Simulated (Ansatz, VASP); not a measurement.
**Two plane-wave programs on TiO2**

The input INCAR:

```
SYSTEM = TiO2
PREC = Accurate ; ENCUT = 600
EDIFF = 1E-6 ; ISMEAR = 0
SIGMA = 0.02 ; LREAL = .False.
LASPH = .True. ; NELM = 80
ALGO = Normal ; ISIF = 3
LWAVE = .False. ; LCHARG = .False.
GGA = PE ; IBRION = 2
NSW = 100 ; EDIFFG = -0.005
```

File KPOINTS:

```
Automatic mesh
0
Gamma
  6 6 10
  0 0 0
```

The input POSCAR:

```
TiO2
1.0
    4.5998373200      0.0000000000      0.0000000000
    0.0000000000      4.5998373200      0.0000000000
    0.0000000000      0.0000000000      2.9592135600
Ti O
2 4
Direct
    0.5000000000      0.5000000000      0.0000000000
    0.0000000000      0.0000000000      0.5000000000
    0.6956786800      0.6956786800      0.5000000000
    0.8043213200      0.1956786800      0.0000000000
    0.1956786800      0.8043213200      0.0000000000
    0.3043213200      0.3043213200      0.5000000000
```

Input for Ansatz:

```yaml
crystal:
  lattice:
    - [4.59983732, 0.0, 0.0]
    - [0.0, 4.59983732, 0.0]
    - [0.0, 0.0, 2.95921356]
  atoms:
    - { symbol: Ti, position: [0.5, 0.5, 0.0] }
    - { symbol: Ti, position: [0.0, 0.0, 0.5] }
    - { symbol: O, position: [0.69567868, 0.69567868, 0.5] }
    - { symbol: O, position: [0.80432132, 0.19567868, 0.0] }
    - { symbol: O, position: [0.19567868, 0.80432132, 0.0] }
    - { symbol: O, position: [0.30432132, 0.30432132, 0.5] }
basis:
  ecutwfc: 420
kpoints:
  mp_grid: { grid: [6, 6, 10] }
hamiltonian:
  xc: pbe
scf:
  occupations: { method: gaussian, width: 0.02 }
output:
  forces: true
  stress: true
  eigenvalues: true
relax:
  adjacent_minimum: "off"
  f_tol: 0.005
  max_steps: 80
  cell: { stress_tol: 0.05 }
```

Alike in both runs: task relaxation of cell and atoms; functional PBE; k mesh 6 × 6 × 10; occupations gaussian, width 0.02 eV; no spin polarisation.

```csv
,VASP,Ansatz
version,VASP 6.6.1,Ansatz 0.2.0
potentials or method,"VASP PAW PBE potentials, release 64 (Ti_sv, O), cutoff 600 eV","scalar-relativistic, plane waves, PAW"
valence electrons in the cell,48,48
```

|  | VASP | Ansatz | Ansatz less VASP |
| --- | --- | --- | --- |
| gap on the k mesh at the Fermi level, each at its own relaxed structure (eV) | 1.83 | 1.86 | +0.034 |
| relaxed volume (Å³/atom) | 10.67 | 10.65 | -0.018 |
| relaxed length of the cell vector where the two differ most in proportion (Å) | 2.967 | 2.964 | -0.0030 |
